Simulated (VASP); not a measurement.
# Ru (P3_121) in VASP: single point with r2SCAN

Aim: the single point of Ru with r2SCAN.

All numbers are computed with VASP 6.6.1; they aren't measurements. Logs are shortened: lines on timing, memory, paths and dates and some standing lists are left out, and cuts for length are marked.

**1. The cell of the first run**

Symmetry: P3_121, No. 152, trigonal system. Conventional cell: a = 3.425 Å, b = 3.425 Å, c = 4.611 Å, α = 90.00°, β = 90.00°, γ = 120.00°. Ru (site symmetry 2) has 6 Ru at 2.37 to 2.58 Å within 3.1 Å.

**2. Single point, r2SCAN**

Contents of POSCAR:

```
Ru
1.0
    3.4251813145      0.0000000000      0.0000000000
   -1.7125906573      2.9662940310      0.0000000000
    0.0000000000      0.0000000000      4.6106282621
Ru
3
Direct
    0.3037456848      0.0000000000      0.3333333333
    0.0000000000      0.3037456848      0.6666666667
    0.6962543152      0.6962543152      0.0000000000
```

Contents of INCAR.step1:

```
PREC = Accurate ; ENCUT = 660
ISMEAR = 0 ; SIGMA = 0.1
LREAL = False ; LASPH = True
NELM = 120 ; NBANDS = 31
GGA = PE ; ALGO = Normal
EDIFF = 1E-5 ; LWAVE = True
LCHARG = False ; GGA_COMPAT = False
```

Contents of INCAR.step2:

```
PREC = Accurate ; ENCUT = 660
EDIFF = 1E-6 ; ISMEAR = 0
SIGMA = 0.1 ; LREAL = False
LASPH = True ; NELM = 120
ALGO = Normal ; ISIF = 2
LWAVE = False ; LCHARG = True
METAGGA = R2SCAN ; LMIXTAU = True
LELF = True ; LVHAR = True
NBANDS = 31 ; ISTART = 1
GGA_COMPAT = False
```

Contents of KPOINTS:

```
Automatic mesh
0
Gamma
  6 6 4
```

Potentials or basis: VASP PAW PBE potentials, release 64 (Ru_sv).

Command:

```console
$ cat potpaw_PBE.64/Ru_sv/POTCAR > POTCAR
$ cp INCAR.step1 INCAR
$ mpirun -np 1 vasp_std > vasp.out
$ cp INCAR.step2 INCAR
$ mpirun -np 1 vasp_std > vasp.out
```

OUTCAR:

```text
PREC = Accurate
   ENCUT = 660
   EDIFF = 1E-6
   ISMEAR = 0
   LREAL = False
   LASPH = True
   NELM = 120
   ISIF = 2
   METAGGA = R2SCAN
   ISTART = 1

 ion  position               nearest neighbor table
   1  0.304  0.000  0.333-   3 2.37   2 2.37   3 2.58   3 2.58   2 2.58   2 2.58
   2  0.000  0.304  0.667-   3 2.37   1 2.37   3 2.58   3 2.58   1 2.58   1 2.58
   3  0.696  0.696  0.000-   1 2.37   2 2.37   2 2.58   1 2.58   2 2.58   1 2.58

  LATTYP: Found a hexagonal cell.
 ALAT       =     3.4251813145
 C/A-ratio  =     1.3460975752

  Lattice vectors:

 A1 = (   3.4251813145,   0.0000000000,   0.0000000000)
 A2 = (  -1.7125906573,   2.9662940310,   0.0000000000)
 A3 = (   0.0000000000,   0.0000000000,   4.6106282621)

Analysis of symmetry for initial positions (statically):
=====================================================================
 Subroutine PRICEL returns:
 Original cell was already a primitive cell.

 Routine SETGRP: Setting up the symmetry group for a
 hexagonal supercell.

 Subroutine GETGRP returns: Found  6 space group operations
 (whereof  2 operations were pure point group operations)
 out of a pool of 24 trial point group operations.

The static configuration has the point symmetry C_2 .
 The point group associated with its full space group is D_3 .

Analysis of symmetry for dynamics (positions and initial velocities):
=====================================================================
 Subroutine PRICEL returns:
 Original cell was already a primitive cell.

 Routine SETGRP: Setting up the symmetry group for a
 hexagonal supercell.

 Subroutine GETGRP returns: Found  6 space group operations
 (whereof  2 operations were pure point group operations)
 out of a pool of 24 trial point group operations.

The dynamic configuration has the point symmetry C_2 .
 The point group associated with its full space group is D_3 .

 Subroutine INISYM returns: Found  6 space group operations
 (whereof  2 operations are pure point group operations),
 and found     1 'primitive' translations

----------------------------------------------------------------------------------------

                                     Primitive cell

  volume of cell :      46.8444

[... 84 lines left out ...]
   LNONCOLLINEAR =      F non collinear calculations
   LSORBIT =      F    spin-orbit coupling
   LASPH  =      T    aspherical Exc in radial PAW
   ENCUT  =  660.0 eV  48.51 Ry    6.96 a.u.   7.17  7.17  9.66*2*pi/ulx,y,z
   NELM   =    120;   NELMIN=  2; NELMDL=  0     # of ELM steps
   EDIFF  = 0.1E-05   stopping-criterion for ELM
   LREAL  =      F    real-space projection
   EDIFFG = 0.1E-04   stopping-criterion for IOM
   NSW    =      0    number of steps for IOM
   IBRION =     -1    ionic relax: 0-MD 1-quasi-New 2-CG
   NFREE  =      0    steps in history (QN), initial steepest desc. (CG)
   ISIF   =      2    stress and relaxation
   ISYM   =      2    0-nonsym 1-usesym 2-fastsym
   POTIM  = 0.5000    time-step for ionic-motion
   TEBEG  =    0.0;   TEEND  =   0.0 temperature during run
   PSTRESS=    0.0 pullay stress
   NELECT =      48.0000    total number of electrons
   NUPDOWN=      -1.0000    fix difference up-down
   EMIN   =  10.00;   EMAX   =-10.00  energy-range for DOS
   EFERMI =   0.00;   METHOD = LEGACY
   ISMEAR =     0;   SIGMA  =   0.10  broadening in eV -4-tet -1-fermi 0-gaus
   EFERMI_NEDOS =   21; number of points for ismear=-14 and -15
   IALGO  =     38    algorithm
   IMIX   =      4    mixing-type and parameters
     AMIX     =   0.40;   BMIX     =  1.00
     AMIX_MAG =   1.60;   BMIX_MAG =  1.00
  volume/ion in A,a.u.               =      15.61       105.37
  Fermi-wavevector in a.u.,A,eV,Ry     =   1.650451  3.118900 37.062111  2.723988
  Thomas-Fermi vector in A             =   2.739398
   LORBIT       =      0    0 simple, 1 ext, 2 COOP (PROOUT), +10 PAW based schemes
   METAGGA = R2SCAN    functional components
   LHFCALC =     F    Hartree Fock is set to
   AEXX    =    0.0000 exact exchange contribution
   IVDW    =     0    specifies the selected vdW correction
   LEPSILON=     F    determine dielectric tensor
   LRPA    =     F    only Hartree local field effects (RPA)
 non-spin polarized calculation
 Gauss-broadening in eV      SIGMA  =   0.10
  energy-cutoff  :      660.00
  volume of cell :       46.84
 maximum number of plane-waves:      1824
 NGX is ok and might be reduce to    30
   NGX = 15   NGY = 15   NGZ = 19

 number of electron      47.9999998 magnetization

 Free energy of the ion-electron system (eV)
  ---------------------------------------------------
  ext. energy  EPLUGINS =         0.00000000
  ---------------------------------------------------
  free energy    TOTEN  =       -72.86552818 eV

  energy without entropy =      -72.85207460  energy(sigma->0) =      -72.85880139

 E-fermi :  12.7061     XC(G=0): -14.2330

 val. band max:       12.6461387806   @ k =   0.3333  -0.0000   0.2500
 cond. band min:      12.7245267078   @ k =   0.3333   0.1667   0.0000
 fundamental gap:      0.0783879272
 Fermi energy:        12.7060767668

 k-point     1 :       0.0000    0.0000    0.0000
  band No.  band energies     occupation
      1     -62.5419      2.00000
      2     -62.1888      2.00000
      3     -62.1888      2.00000
      4     -32.0643      2.00000
      5     -32.0643      2.00000
      6     -31.9750      2.00000
[... 805 lines left out ...]
     30      17.2166      0.00000
     31      20.4710      0.00000

------------------------ aborting loop because EDIFF is reached ----------------------------------------

  FORCE on cell =-STRESS in cart. coord.  units (eV):
  Direction    XX          YY          ZZ          XY          YZ          ZX
  --------------------------------------------------------------------------------------
  -------------------------------------------------------------------------------------
  Total        0.0220257      0.0220257     -0.0016017     -0.0000000      0.0000000     -0.0000000
  in kB        0.7533241      0.7533241     -0.0547816     -0.0000000      0.0000000     -0.0000000
  external PRESSURE =       0.4839555 kB  Pullay stress =       0.0000000 kB

 VOLUME and BASIS-vectors are now :
 -----------------------------------------------------------------------------
  energy-cutoff  :      660.00
  volume of cell :       46.84
      direct lattice vectors                 reciprocal lattice vectors
     3.425181315  0.000000000  0.000000000     0.291955347  0.168560498  0.000000000
    -1.712590657  2.966294031  0.000000000     0.000000000  0.337120997  0.000000000
     0.000000000  0.000000000  4.610628262     0.000000000  0.000000000  0.216890181

 POSITION                                       TOTAL-FORCE (eV/Angst)
 -----------------------------------------------------------------------------------
      1.04038      0.00000      1.53688         0.037615     -0.000000      0.000000
     -0.52019      0.90100      3.07375        -0.018807      0.032575     -0.000000
      1.19240      2.06530      0.00000        -0.018807     -0.032575     -0.000000
 -----------------------------------------------------------------------------------
    total drift:                               -0.000002     -0.000004     -0.000000

  FREE ENERGIE OF THE ION-ELECTRON SYSTEM (eV)
  ---------------------------------------------------
  free  energy   TOTEN  =       -72.8655281773 eV

  energy  without entropy=      -72.8520746008  energy(sigma->0) =      -72.85880139
```

OSZICAR.step1:

```text
N       E                     dE             d eps       ncg     rms          rms(c)
DAV:   1     0.817870290205E+03    0.81787E+03   -0.35483E+04  1488   0.209E+03
DAV:   2     0.471977744326E+01   -0.81315E+03   -0.78551E+03  1663   0.661E+02
DAV:   3    -0.250075611124E+02   -0.29727E+02   -0.28023E+02  1737   0.137E+02
DAV:   4    -0.254780023344E+02   -0.47044E+00   -0.46945E+00  1551   0.185E+01
DAV:   5    -0.254858857971E+02   -0.78835E-02   -0.78816E-02  1770   0.237E+00    0.277E+01
DAV:   6    -0.244051665283E+02    0.10807E+01   -0.34575E+00  1655   0.144E+01    0.711E+00
DAV:   7    -0.243735172488E+02    0.31649E-01   -0.15953E-01  1767   0.267E+00    0.220E+00
DAV:   8    -0.243715754098E+02    0.19418E-02   -0.13060E-02  1551   0.113E+00    0.124E-01
DAV:   9    -0.243713872479E+02    0.18816E-03   -0.53917E-04  1684   0.252E-01    0.826E-02
DAV:  10    -0.243714125842E+02   -0.25336E-04   -0.89460E-05  1539   0.754E-02    0.130E-02
DAV:  11    -0.243714117740E+02    0.81015E-06   -0.83134E-06   884   0.416E-02
   1 F= -.24371412E+02 E0= -.24364617E+02  d E =-.135905E-01
```

Run time: 2.9 min. Hardware: 1 thread of Intel Xeon 6975P-C (Granite Rapids), shared host; peak memory 0.2 GiB.

Results:

```yaml
Free_energy: -72.8655 eV
Pressure: 0.0 GPa
Largest_force: 0.038 eV/Å
Band_gap_on_the_k_mesh: zero (bands 24 and 25 overlap by 0.88 eV)
```

Forces in eV/Å, atoms in the order of the input:
```
Ru   0.038  0.000  0.000
Ru  -0.019  0.033  0.000
Ru  -0.019 -0.033  0.000
```

Caveat: the PAW data sets were made with another functional, which shifts forces and pressure a little.
